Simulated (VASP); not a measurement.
Wanted: the native input for a VASP 6.6.1 run.

```yaml
Task: single point
Functional: PBEsol
Dispersion: D3(BJ)
Potentials_or_basis: VASP PAW PBE potentials, release 64 (K_sv)
Cutoff: 520 eV
k_mesh: 7 × 7 × 7
Occupations: fermi-dirac, width 0.05 eV
Spin: no spin polarisation
Dipole_correction: no
Further_INCAR_settings: ALGO = Normal; EDIFF = 1e-07; NBANDS = 10
```

The structure of K lies in POSCAR:

```
K
1.0
    4.1230035048      0.0000000000      0.0000000000
    0.0000000000      4.1230035048      0.0000000000
    0.0000000000      0.0000000000      4.1230035048
K
1
Direct
    0.0000000000      0.0000000000      0.0000000000
```

One way to write it, as run:

INCAR

```
  PREC = Accurate
  ENCUT = 520
  EDIFF = 1E-7
  ISMEAR = -1
  SIGMA = 0.05
  LREAL = False
  LASPH = True
  NELM = 60
  ALGO = Normal
  ISIF = 2
  LWAVE = False
  LCHARG = False
  GGA = PS
  IVDW = 12
  NBANDS = 10
```

KPOINTS

```
Automatic mesh
0
Gamma
  7 7 7
```

Potentials or basis: VASP PAW PBE potentials, release 64 (K_sv).

Command:

```sh
$ cat potpaw_PBE.64/K_sv/POTCAR > POTCAR
$ mpirun -np 1 vasp_std > vasp.out
```

Results of the run:

```
Pressure                   : 0.0 GPa
Dispersion energy per atom : -0.132 eV
```

Caveat: the PAW data sets were made with another functional, which shifts forces and pressure a little; pairwise dispersion overbinds metals, which lowers pressure and volume.

Wall time 9 s on 1 thread of Intel(R) Xeon(R) Platinum 8559C (Emerald Rapids), on a shared host, peak memory 0.17 GiB.
